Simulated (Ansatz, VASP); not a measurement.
SnSe in VASP and in Ansatz

File INCAR:

```
SYSTEM = SnSe
  PREC = Accurate
  ENCUT = 500
  EDIFF = 1E-6
  ISMEAR = 0
  SIGMA = 0.05
  LREAL = .FALSE.
  LASPH = .TRUE.
  NELM = 120
  ALGO = Normal
  ISIF = 2
  LWAVE = .FALSE.
  LCHARG = .FALSE.
  NBANDS = 28
  GGA_COMPAT = .FALSE.
```

KPOINTS

```
Automatic mesh
0
G
  6 6 4
  0 0 0
```

Contents of POSCAR:

```
SnSe
1.0
    4.1898989379      0.0000000000      0.0000000000
    0.0000000000      4.1898989379      0.0314242420
    0.0000000000      0.0823471721     10.9796229414
Sn Se
2 2
Direct
    0.5000000000      0.0000000000      0.3781633338
    0.0000000000      0.5000000000      0.6218366662
    0.5000000000      0.0000000000      0.6217782129
    0.0000000000      0.5000000000      0.3782217871
```

Input for Ansatz:

```yaml
crystal:
  lattice:
    - [4.1898989379, 0.0, 0.0]
    - [0.0, 4.1898989379, 0.031424242]
    - [0.0, 0.0823471721, 10.9796229414]
  atoms:
    - { symbol: Sn, position: [0.5, 0.0, 0.3781633338] }
    - { symbol: Sn, position: [0.0, 0.5, 0.6218366662] }
    - { symbol: Se, position: [0.5, 0.0, 0.6217782129] }
    - { symbol: Se, position: [0.0, 0.5, 0.3782217871] }
basis:
  ecutwfc: 420
kpoints:
  mp_grid: { grid: [6, 6, 4] }
hamiltonian:
  xc: lda
scf:
  occupations: { method: gaussian, width: 0.05 }
output:
  forces: true
  stress: true
  eigenvalues: true
  write_density: true
  write_potential: true
  elf: true
  volumetric_format: npy
```

Change from the starting cell: strain +0.0150 x Voigt [0, 0, 0, 1, 0, 0], atoms carried along.

Alike in both runs: task single point; functional LDA; k mesh 6 × 6 × 4; occupations gaussian, width 0.05 eV; no spin polarisation.

|  | VASP | Ansatz |
| --- | --- | --- |
| version | VASP 6.6.1 | Ansatz 0.2.0 |
| potentials or method | VASP PAW LDA potentials, release 64 (Sn_d, Se), cutoff 500 eV | scalar-relativistic, plane waves, PAW |
| valence electrons in the cell | 40 | 60 |

Ansatz gave:

* gap on the k mesh at the Fermi level (eV): 1.46
* least direct gap on the mesh (eV): 1.52
* rms of the force components (eV/Å): 0.018

Task: Estimate VASP's values.

Result: gap on the k mesh at the Fermi level (eV): 1.44; least direct gap on the mesh (eV): 1.50; rms of the force components (eV/Å): 0.023.

LDA's correlation is that of Perdew and Zunger in VASP and of Perdew and Wang (1992) in Ansatz. Atom by atom the forces differ by 0.014 eV/Å (rms over components). VASP's potentials hold 40 valence electrons a cell and Ansatz's 60, so a difference there can come from the potentials and not from the codes. Ansatz's warnings: xc potential rough in thin density.
